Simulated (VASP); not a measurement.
## Zn: single point with PBEsol

Crystal: Zn.

```
Zn
1.0
     0.00000    1.86080    1.86080
     1.86080    0.00000    1.86080
     1.86080    1.86080    0.00000
Zn
1
Cartesian
  0.0000 0.0000 0.0000
```

* Program: VASP 6.6.1
* Task: single point
* Functional: PBEsol
* Potentials or basis: VASP PAW PBE potentials, release 64 (Zn)
* Cutoff: 520 eV
* k mesh: 12 × 12 × 12
* Occupations: fermi-dirac, width 0.05 eV
* Spin: no spin polarisation
* Dipole correction: no
* Further INCAR settings: ALGO = Normal; EDIFF = 1e-06; NBANDS = 12

| Property | Result |
| --- | --- |
| Pressure | 10.7 GPa |
| Band gap on the k mesh | zero (band 6 reaches 6.52 eV, above the bottom of band 7 at 3.08 eV) |

Levels at points of the mesh, in eV from the Fermi level:
| k point | band 4 | band 5 | band 6 | band 7 | band 8 | band 9 |
| --- | --- | --- | --- | --- | --- | --- |
| (0.00, 0.00, 0.00) | -8.12 | -7.60 | -7.60 | 20.14 | 20.58 | 20.58 |
| (0.50, 0.00, 0.00) | -7.22 | -7.22 | -3.69 | -1.11 | 17.22 | 17.22 |
| (0.50, 0.50, 0.00) | -7.12 | -7.12 | -1.49 | 2.34 | 9.24 | 9.24 |

Wall time 14 s on 1 thread of AMD EPYC 7R43 64-Core Processor (Zen 3), with other jobs on the host, peak memory 0.09 GiB.

Caveat: the PAW data sets were made with another functional, which shifts forces and pressure a little.
